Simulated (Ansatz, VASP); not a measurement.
# CdTe: VASP beside Ansatz

The input POSCAR:

```
CdTe
1.0
    0.0000000000      3.1764526259      3.1764526259
    3.1764526259      0.0000000000      3.1764526259
    3.1764526259      3.1764526259      0.0000000000
Cd Te
1 1
Direct
    0.0000000000      0.0000000000      0.0000000000
    0.2500000000      0.2500000000      0.2500000000
```

File INCAR.step1:

```
SYSTEM = CdTe
PREC = Accurate ; ENCUT = 520
ISMEAR = 0 ; SIGMA = 0.02
LREAL = .FALSE. ; LASPH = .TRUE.
NELM = 100 ; NBANDS = 16
GGA = PE ; ALGO = Normal
EDIFF = 1E-4 ; LWAVE = .TRUE.
LCHARG = .FALSE.
```

The input INCAR.step2:

```
SYSTEM = CdTe
PREC = Accurate ; ENCUT = 520
EDIFF = 1E-7 ; ISMEAR = 0
SIGMA = 0.02 ; LREAL = .FALSE.
LASPH = .TRUE. ; NELM = 100
ALGO = Normal ; ISIF = 2
LWAVE = .FALSE. ; LCHARG = .FALSE.
METAGGA = R2SCAN ; LMIXTAU = .TRUE.
NBANDS = 16 ; ISTART = 1
```

File KPOINTS:

```
Automatic mesh
0
G
  8 8 8
  0 0 0
```

Input for Ansatz:

```yaml
crystal:
  lattice:
    - [0.0, 3.1764526259, 3.1764526259]
    - [3.1764526259, 0.0, 3.1764526259]
    - [3.1764526259, 3.1764526259, 0.0]
  atoms:
    - { symbol: Cd, position: [0.0, 0.0, 0.0] }
    - { symbol: Te, position: [0.25, 0.25, 0.25] }
basis:
  ecutwfc: 500
kpoints:
  mp_grid: { grid: [8, 8, 8] }
hamiltonian:
  xc: r2scan
scf:
  occupations: { method: gaussian, width: 0.02 }
output:
  forces: true
  stress: true
  eigenvalues: true
```

Alike in both runs: task single point; functional r2SCAN; k mesh 8 × 8 × 8; occupations gaussian, width 0.02 eV; no spin polarisation.

```csv
,VASP,Ansatz
version,VASP 6.6.1,Ansatz 0.2.0
potentials or method,"VASP PAW PBE potentials, release 64 (Cd, Te), cutoff 520 eV","scalar-relativistic, plane waves, PAW"
valence electrons in the cell,18,36
```

```csv
,VASP,Ansatz,Ansatz less VASP
gap on the k mesh at the Fermi level (eV),1.47,1.48,+0.003
least direct gap on the mesh (eV),1.47,1.48,+0.003
pressure (GPa),4.9,4.8,-0.15
```

VASP's potentials were made for PBE, not for r2SCAN. VASP's potentials hold 18 valence electrons a cell and Ansatz's 36, so a difference there can come from the potentials and not from the codes.

Spin-orbit coupling is off throughout.
